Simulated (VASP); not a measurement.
# Si62As (a cell with a defect) in VASP: notebook, part 2 of 2

VASP 6.6.1. The steps go on from the part before.

**3. Single point, PBE, collinear spin, zero start**

Contents of INCAR:

```
PREC = Accurate
ENCUT = 400
EDIFF = 1E-6
ISMEAR = -1
SIGMA = 0.05
LREAL = Auto
LASPH = True
NELM = 200
ALGO = Normal
ISIF = 2
LWAVE = False
LCHARG = False
ISPIN = 2
MAGMOM = 0 0 0 0 0 0 0 0 0 0 0 0 0 0 0 0 0 0 0 0 0 0 0 0 0 0 0 0 0 0 0 0 0 0 0 0 0 0 0 0 0 0 0 0 0 0 0 0 0 0 0 0 0 0 0 0 0 0 0 0 0 0 0
LORBIT = 11
GGA = PE
NELECT = 251.0
NBANDS = 168
GGA_COMPAT = False
```

Contents of KPOINTS:

```
Automatic mesh
0
Gamma
  1 1 1
```

Contents of POSCAR:

```
Si62As
1.0
   10.8600000000      0.0000000000      0.0000000000
    0.0000000000     10.8600000000      0.0000000000
    0.0000000000      0.0000000000     10.8600000000
Si As
62 1
Direct
    0.5000415285     -0.0002777164      0.0012223757
    0.6254309392      0.1247301105      0.1252019337
    0.7510736648      0.2487844383      0.0009965009
    0.8775260589      0.3724339779      0.1249073665
    0.7500801105     -0.0007572744      0.2505294659
    0.8763942910      0.1234063536      0.3742093923
    0.0016400552     -0.0009250460      0.0013523941
    0.2509232044      0.2486341621      0.0011337937
    0.3742049724      0.3735678637      0.1262875691
    0.5001610497      0.4993162983     -0.0015790055
    0.6235839779      0.6263069982      0.1255008287
    0.7505483425      0.7497866483     -0.0015139042
    0.8764113260      0.8757473297      0.1262327808
    0.3683755064      0.1249003683      0.3681651013
    0.5000096685      0.2487434622      0.2501433702
    0.6246976980      0.3748906077      0.3754258748
    0.7503568140      0.4996151013      0.2508148250
    0.8751484346      0.6252788214      0.3753712707
    0.4960413444     -0.0002502762      0.4957780847
    0.6235469613      0.1242755985      0.6234363720
    0.7505387661      0.2513044199      0.5000514733
    0.8757465930      0.3742443831      0.6259840700
    0.7503153775     -0.0009982505      0.7501897790
    0.8775214549      0.1249466851      0.8772788214
    0.0011544199      0.4989482505      0.0010356354
    0.1252656538      0.6245524862      0.1252118785
    0.2503449355      0.7498440147      0.0011907919
    0.3684139963      0.8815523020      0.1249269797
    0.0014672192      0.2484641805      0.2510235727
    0.1265866483      0.3734883978      0.3742153775
    0.2507140884      0.4998776243      0.2505789134
    0.3748069061      0.6261165746      0.3746853591
    0.4960738490      0.7538946593      0.2500672192
    0.6239401473      0.8750870166      0.3746795580
    0.0012533149     -0.0004021179      0.4999952118
    0.1252481584      0.1246684162      0.6253270718
    0.2503720074      0.2485550645      0.4999613260
    0.3755861878      0.3748231123      0.6245753223
    0.5000335175      0.5007953959      0.4999405157
    0.6253726519      0.6245917127      0.6252742173
    0.7491970534      0.7498281768      0.4999523941
    0.8750868324      0.8743214549      0.6246414365
    0.2506954880     -0.0008001842      0.7499256906
    0.3742067219      0.1234480663      0.8763050645
    0.5001746777      0.2512665746      0.7504899632
    0.6262155617      0.3741081952      0.8756374770
    0.7504613260      0.4994599448      0.7503680479
    0.8757665746      0.6237419890      0.8756759669
    0.0012552486      0.7500127993      0.2501289134
    0.1250126151      0.8817898711      0.3680965930
   -0.0013199816      0.4993930939      0.5000061694
    0.1256924494      0.6265186924      0.6232984346
    0.2501881215      0.7541369245      0.4956908840
    0.3748375691      0.8752043278      0.6236306630
    0.0011011971      0.2489424494      0.7508423573
    0.1250184162      0.3727021179      0.8771504604
    0.2510023020      0.4997999079      0.7499990792
    0.3755900552      0.6252884899      0.8748957643
    0.5000586556      0.7500064457      0.7490101289
    0.6246888582      0.8744710866      0.8750071823
   -0.0013602210      0.7497217311      0.7504953959
    0.1265054328      0.8756046041      0.8762967772
    0.2192984346      0.0309233886      0.2185792818
```

Potentials or basis: VASP PAW PBE potentials, release 64 (Si, As).

Command:

```console
cat potpaw_PBE.64/Si/POTCAR potpaw_PBE.64/As/POTCAR > POTCAR
mpirun -np 1 vasp_gam > vasp.out
```

Wall time 15 min (1 thread of Intel Xeon 8259CL, shared host); peak memory 1.1 GiB.

The run converged. Its results:

```
Free energy                                           : -344.0145 eV
Largest force                                         : 0.749 eV/Å
Net moment                                            : 0.00 μB per cell
Valence electrons inside the program's atomic spheres : Si 1.69, 1.68, 1.63, 1.67, 1.65 (each value once); As 2.71
```

Forces on the atoms (eV/Å):
```
Si   0.001 -0.001 -0.003
Si  -0.007 -0.001 -0.001
Si  -0.016  0.007 -0.006
Si  -0.043  0.043 -0.019
Si  -0.006  0.007 -0.004
Si   0.006 -0.006 -0.016
Si  -0.106  0.009 -0.102
Si  -0.009  0.100 -0.097
Si  -0.012 -0.010  0.006
Si  -0.009  0.007  0.000
Si  -0.010  0.011  0.001
Si  -0.002  0.009 -0.002
Si   0.010  0.015  0.007
Si   0.038 -0.013  0.031
Si   0.002  0.000 -0.002
Si  -0.008  0.003 -0.023
Si  -0.019  0.020  0.000
Si  -0.005  0.005 -0.021
Si   0.018 -0.005  0.017
Si  -0.009 -0.003 -0.010
Si  -0.002  0.005 -0.012
Si  -0.009  0.007 -0.016
Si  -0.018 -0.001 -0.021
Si  -0.042  0.021 -0.040
Si  -0.009  0.017 -0.007
Si   0.002  0.006  0.000
Si  -0.004  0.001 -0.002
Si   0.042 -0.041  0.008
Si  -0.102  0.103 -0.016
Si   0.006 -0.007 -0.016
Si  -0.010  0.008 -0.005
Si   0.004 -0.005  0.001
Si   0.015 -0.016  0.006
Si   0.003 -0.002  0.001
Si   0.002  0.008 -0.002
Si   0.001 -0.002 -0.005
Si  -0.007  0.002 -0.001
Si  -0.021  0.003 -0.007
Si   0.002 -0.007  0.000
Si  -0.008  0.004 -0.004
Si   0.010  0.002 -0.002
Si  -0.003  0.023 -0.008
Si  -0.009  0.009 -0.006
Si  -0.011 -0.007  0.005
Si  -0.012  0.002 -0.005
Si  -0.017  0.009 -0.006
Si   0.000  0.001 -0.003
Si  -0.010  0.017 -0.007
Si   0.001  0.000 -0.004
Si   0.016 -0.035  0.029
Si  -0.003  0.004 -0.012
Si   0.002  0.011 -0.010
Si   0.006 -0.020  0.020
Si   0.000 -0.004  0.007
Si  -0.006  0.004 -0.018
Si  -0.022  0.042 -0.040
Si   0.001  0.016 -0.016
Si  -0.021  0.007 -0.002
Si   0.001 -0.002  0.009
Si  -0.008  0.022 -0.005
Si  -0.001  0.011 -0.005
Si   0.010  0.017  0.009
As   0.414 -0.430  0.452
```

Levels at points of the mesh, in eV from the Fermi level:
Spin up:
```tsv
k point	band 123	band 124	band 125	band 126	band 127	band 128
(0.00, 0.00, 0.00)	-0.67	-0.50	-0.49	0.00	0.41	0.42
```
Spin down:
| k point | band 122 | band 123 | band 124 | band 125 | band 126 | band 127 | band 128 | band 129 |
| --- | --- | --- | --- | --- | --- | --- | --- | --- |
| (0.00, 0.00, 0.00) | -1.31 | -0.67 | -0.50 | -0.49 | 0.00 | 0.41 | 0.42 | 0.60 |

Caveat: the k points lie up to 0.58 Å⁻¹ apart; the cell carries a net charge on a neutralising background, which shifts energy and pressure; the cell is charged against a uniform background, so pressure and absolute levels hang on convention.

**4. Single point, PBE, collinear spin, zero start**

Contents of INCAR:

```
SYSTEM = Si62As
PREC = Accurate ; ENCUT = 400
EDIFF = 1E-6 ; ISMEAR = -1
SIGMA = 0.05 ; LREAL = Auto
LASPH = .TRUE. ; NELM = 200
ALGO = Normal ; ISIF = 2
LWAVE = .FALSE. ; LCHARG = .FALSE.
ISPIN = 2 ; MAGMOM = 0 0 0 0 0 0 0 0 0 0 0 0 0 0 0 0 0 0 0 0 0 0 0 0 0 0 0 0 0 0 0 0 0 0 0 0 0 0 0 0 0 0 0 0 0 0 0 0 0 0 0 0 0 0 0 0 0 0 0 0 0 0 0
LORBIT = 11 ; GGA = PE
NELECT = 251.0 ; NBANDS = 168
GGA_COMPAT = .FALSE.
```

Contents of KPOINTS:

```
regular mesh
0
G
  1 1 1
  0 0 0
```

Contents of POSCAR:

```
Si62As
1.0
   10.8600000000      0.0000000000      0.0000000000
    0.0000000000     10.8600000000      0.0000000000
    0.0000000000      0.0000000000     10.8600000000
Si As
62 1
Direct
    0.5000000000      0.0000000000      0.0000000000
    0.6250000000      0.1250000000      0.1250000000
    0.7500000000      0.2500000000      0.0000000000
    0.8750000000      0.3750000000      0.1250000000
    0.7500000000      0.0000000000      0.2500000000
    0.8750000000      0.1250000000      0.3750000000
    0.0000000000      0.0000000000      0.0000000000
    0.2500000000      0.2500000000      0.0000000000
    0.3750000000      0.3750000000      0.1250000000
    0.5000000000      0.5000000000      0.0000000000
    0.6250000000      0.6250000000      0.1250000000
    0.7500000000      0.7500000000      0.0000000000
    0.8750000000      0.8750000000      0.1250000000
    0.3750000000      0.1250000000      0.3750000000
    0.5000000000      0.2500000000      0.2500000000
    0.6250000000      0.3750000000      0.3750000000
    0.7500000000      0.5000000000      0.2500000000
    0.8750000000      0.6250000000      0.3750000000
    0.5000000000      0.0000000000      0.5000000000
    0.6250000000      0.1250000000      0.6250000000
    0.7500000000      0.2500000000      0.5000000000
    0.8750000000      0.3750000000      0.6250000000
    0.7500000000      0.0000000000      0.7500000000
    0.8750000000      0.1250000000      0.8750000000
    0.0000000000      0.5000000000      0.0000000000
    0.1250000000      0.6250000000      0.1250000000
    0.2500000000      0.7500000000      0.0000000000
    0.3750000000      0.8750000000      0.1250000000
    0.0000000000      0.2500000000      0.2500000000
    0.1250000000      0.3750000000      0.3750000000
    0.2500000000      0.5000000000      0.2500000000
    0.3750000000      0.6250000000      0.3750000000
    0.5000000000      0.7500000000      0.2500000000
    0.6250000000      0.8750000000      0.3750000000
    0.0000000000      0.0000000000      0.5000000000
    0.1250000000      0.1250000000      0.6250000000
    0.2500000000      0.2500000000      0.5000000000
    0.3750000000      0.3750000000      0.6250000000
    0.5000000000      0.5000000000      0.5000000000
    0.6250000000      0.6250000000      0.6250000000
    0.7500000000      0.7500000000      0.5000000000
    0.8750000000      0.8750000000      0.6250000000
    0.2500000000      0.0000000000      0.7500000000
    0.3750000000      0.1250000000      0.8750000000
    0.5000000000      0.2500000000      0.7500000000
    0.6250000000      0.3750000000      0.8750000000
    0.7500000000      0.5000000000      0.7500000000
    0.8750000000      0.6250000000      0.8750000000
    0.0000000000      0.7500000000      0.2500000000
    0.1250000000      0.8750000000      0.3750000000
    0.0000000000      0.5000000000      0.5000000000
    0.1250000000      0.6250000000      0.6250000000
    0.2500000000      0.7500000000      0.5000000000
    0.3750000000      0.8750000000      0.6250000000
    0.0000000000      0.2500000000      0.7500000000
    0.1250000000      0.3750000000      0.8750000000
    0.2500000000      0.5000000000      0.7500000000
    0.3750000000      0.6250000000      0.8750000000
    0.5000000000      0.7500000000      0.7500000000
    0.6250000000      0.8750000000      0.8750000000
    0.0000000000      0.7500000000      0.7500000000
    0.1250000000      0.8750000000      0.8750000000
    0.2500000000      0.0000000000      0.2500000000
```

Potentials or basis: VASP PAW PBE potentials, release 64 (Si, As).

Command:

```console
cat potpaw_PBE.64/Si/POTCAR potpaw_PBE.64/As/POTCAR > POTCAR
mpirun -np 1 vasp_gam > vasp.out
```

OUTCAR:

```text
SYSTEM = Si62As
   PREC = Accurate
   ENCUT = 400
   EDIFF = 1E-6
   ISMEAR = -1
   LREAL = Auto
   LASPH = .TRUE.
   NELM = 200
   ISIF = 2
   ISPIN = 2
   LORBIT = 11
   GGA = PE
   NELECT = 251.0

 ion  position               nearest neighbor table
   1  0.500  0.000  0.000-   2 2.35  28 2.35  44 2.35  60 2.35
   2  0.625  0.125  0.125-   1 2.35   3 2.35   5 2.35  15 2.35
   3  0.750  0.250  0.000-   2 2.35   4 2.35  24 2.35  46 2.35
   4  0.875  0.375  0.125-   3 2.35  17 2.35  25 2.35  29 2.35
   5  0.750  0.000  0.250-   2 2.35   6 2.35  13 2.35  34 2.35
   6  0.875  0.125  0.375-   5 2.35  21 2.35  29 2.35  35 2.35
   7  0.000  0.000  0.000-  13 2.35  24 2.35  62 2.35
   8  0.250  0.250  0.000-   9 2.35  44 2.35  56 2.35
   9  0.375  0.375  0.125-   8 2.35  10 2.35  15 2.35  31 2.35
  10  0.500  0.500  0.000-   9 2.35  11 2.35  46 2.35  58 2.35
  11  0.625  0.625  0.125-  10 2.35  12 2.35  17 2.35  33 2.35
  12  0.750  0.750  0.000-  11 2.35  13 2.35  48 2.35  60 2.35
  13  0.875  0.875  0.125-   5 2.35   7 2.35  12 2.35  49 2.35
  14  0.375  0.125  0.375-  15 2.35  19 2.35  37 2.35  63 2.35
[... 46 lines left out ...]
  61  0.000  0.750  0.750-  42 2.35  48 2.35  52 2.35  62 2.35
  62  0.125  0.875  0.875-   7 2.35  27 2.35  43 2.35  61 2.35
  63  0.250  0.000  0.250-  14 2.35  28 2.35  50 2.35

  LATTYP: Found a simple cubic cell.
 ALAT       =    10.8600000000

  Lattice vectors:

 A1 = (  10.8600000000,   0.0000000000,   0.0000000000)
 A2 = (   0.0000000000,  10.8600000000,   0.0000000000)
 A3 = (   0.0000000000,   0.0000000000,  10.8600000000)

Analysis of symmetry for initial positions (statically):
=====================================================================
 Subroutine PRICEL returns:
 Original cell was already a primitive cell.

 Routine SETGRP: Setting up the symmetry group for a
 simple cubic supercell.

 Subroutine GETGRP returns: Found  6 space group operations
[... 297 lines left out ...]
      5      -5.1646      1.00000
      6      -5.1646      1.00000
[... 129 lines left out ...]
    136       6.8533      0.00000
    137       6.8533      0.00000
 Fermi energy:         5.8995802584

 spin component 2

 k-point     1 :       0.0000    0.0000    0.0000
  band No.  band energies     occupation
      1      -6.5034      1.00000
      2      -5.9571      1.00000
      3      -5.1889      1.00000
      4      -5.1889      1.00000
      5      -5.1646      1.00000
      6      -5.1646      1.00000
[... 129 lines left out ...]
    136       6.8533      0.00000
    137       6.8533      0.00000
 [bands above 137 left out]

------------------------ aborting loop because EDIFF is reached ----------------------------------------

  FORCE on cell =-STRESS in cart. coord.  units (eV):
  Direction    XX          YY          ZZ          XY          YZ          ZX
  --------------------------------------------------------------------------------------
  -------------------------------------------------------------------------------------
  Total       -0.3587477     -0.3587477     -0.3587477     -1.4688584     -1.4688584      1.4688584
  in kB       -0.4487560     -0.4487560     -0.4487560     -1.8373887     -1.8373887      1.8373887
  external PRESSURE =      -0.4487560 kB  Pullay stress =       0.0000000 kB

 VOLUME and BASIS-vectors are now :
 -----------------------------------------------------------------------------
  energy-cutoff  :      400.00
  volume of cell :     1280.82
      direct lattice vectors                 reciprocal lattice vectors
    10.860000000  0.000000000  0.000000000     0.092081031  0.000000000  0.000000000
     0.000000000 10.860000000  0.000000000     0.000000000  0.092081031  0.000000000
     0.000000000  0.000000000 10.860000000     0.000000000  0.000000000  0.092081031

 POSITION                                       TOTAL-FORCE (eV/Angst)
 -----------------------------------------------------------------------------------
      5.43000      0.00000      0.00000         0.014841      0.107679      0.104410
      6.78750      1.35750      1.35750        -0.019909      0.033738     -0.033738
      8.14500      2.71500      0.00000        -0.014990     -0.043308      0.043308
      9.50250      4.07250      1.35750         0.194874     -0.194874     -0.189765
      8.14500      0.00000      2.71500        -0.002350     -0.015584      0.015584
      9.50250      1.35750      4.07250         0.205641     -0.252379     -0.271514
[... 55 lines left out ...]
      1.35750      9.50250      9.50250         0.252379      0.271514      0.205641
      2.71500      0.00000      2.71500        -0.568788      0.568788     -0.568788
 -----------------------------------------------------------------------------------
    total drift:                               -0.002581      0.002581     -0.002581

  FREE ENERGIE OF THE ION-ELECTRON SYSTEM (eV)
  ---------------------------------------------------
  free  energy   TOTEN  =      -343.9722321281 eV

  energy  without entropy=     -343.9008242795  energy(sigma->0) =     -343.93652820

 total charge

# of ion       s       p       d       tot
------------------------------------------
    1        0.738   0.953   0.000   1.691
    2        0.737   0.956   0.000   1.692
    3        0.738   0.952   0.000   1.690
    4        0.740   0.947   0.000   1.686
    5        0.739   0.952   0.000   1.691
    6        0.742   0.941   0.000   1.683
[... 55 lines left out ...]
   62        0.742   0.941   0.000   1.683
   63        1.233   1.553   0.041   2.826
--------------------------------------------------
tot         47.261  59.936   0.041 107.238

 magnetization (x)

# of ion       s       p       d       tot
------------------------------------------
    1        0.000  -0.000   0.000  -0.000
    2       -0.000   0.000   0.000   0.000
    3       -0.000  -0.000   0.000  -0.000
    4        0.000   0.000   0.000   0.000
    5        0.000   0.000   0.000   0.000
    6       -0.000  -0.000   0.000  -0.000
[... 55 lines left out ...]
   62       -0.000  -0.000   0.000  -0.000
   63        0.000   0.000   0.000   0.000
--------------------------------------------------
tot          0.000   0.000   0.000   0.000
```

It took 15 min on 1 thread of Intel Xeon 8259CL, shared host; peak memory 1.1 GiB.

Results:

- Free energy: -343.9722 eV
- Largest force: 0.985 eV/Å
- Net moment: 0.00 μB per cell
- Valence electrons inside the program's atomic spheres: Si 1.69, 1.68, 1.62, 1.67 (each value once); As 2.83

Forces on the atoms (eV/Å):
```
Si   0.015  0.108  0.104
Si  -0.020  0.034 -0.034
Si  -0.015 -0.043  0.043
Si   0.195 -0.195 -0.190
Si  -0.002 -0.016  0.016
Si   0.206 -0.252 -0.272
Si  -0.136  0.071 -0.136
Si  -0.071  0.136 -0.136
Si  -0.272 -0.206  0.252
Si   0.042  0.006 -0.331
Si  -0.003  0.003  0.092
Si  -0.006 -0.042 -0.331
Si   0.206  0.272  0.252
Si   0.300  0.169  0.300
Si   0.015 -0.104 -0.108
Si  -0.014 -0.014  0.004
Si   0.007 -0.007  0.227
Si   0.014  0.014  0.004
Si   0.049 -0.159  0.049
Si  -0.003 -0.092 -0.003
Si  -0.006  0.331  0.042
Si   0.008 -0.008 -0.048
Si   0.007 -0.227  0.007
Si   0.195  0.190  0.195
Si   0.043  0.015  0.043
Si  -0.034  0.020 -0.034
Si  -0.108 -0.015  0.104
Si   0.300 -0.300 -0.169
Si  -0.136  0.136 -0.071
Si   0.252 -0.206 -0.272
Si   0.016  0.002  0.016
Si  -0.045  0.041 -0.045
Si   0.049 -0.049  0.159
Si  -0.041  0.045 -0.045
Si   0.104  0.108  0.015
Si  -0.034  0.034 -0.020
Si  -0.108 -0.104  0.015
Si   0.004 -0.014 -0.014
Si   0.036  0.023  0.036
Si  -0.010  0.010 -0.010
Si  -0.023 -0.036  0.036
Si   0.014 -0.004 -0.014
Si   0.016 -0.016 -0.002
Si  -0.272 -0.252  0.206
Si   0.042  0.331 -0.006
Si  -0.048 -0.008  0.008
Si  -0.007  0.007 -0.007
Si   0.008  0.048  0.008
Si   0.104 -0.015 -0.108
Si  -0.169 -0.300  0.300
Si  -0.331  0.006  0.042
Si   0.092  0.003 -0.003
Si   0.159 -0.049  0.049
Si  -0.045  0.045 -0.041
Si   0.043 -0.043 -0.015
Si  -0.190 -0.195  0.195
Si   0.227 -0.007  0.007
Si   0.004  0.014  0.014
Si   0.036 -0.036 -0.023
Si  -0.014 -0.004  0.014
Si  -0.331 -0.042 -0.006
Si   0.252  0.272  0.206
As  -0.569  0.569 -0.569
```

Caveat: the k points lie up to 0.58 Å⁻¹ apart; the cell carries a net charge on a neutralising background, which shifts energy and pressure; the cell is charged against a uniform background, so pressure and absolute levels hang on convention.
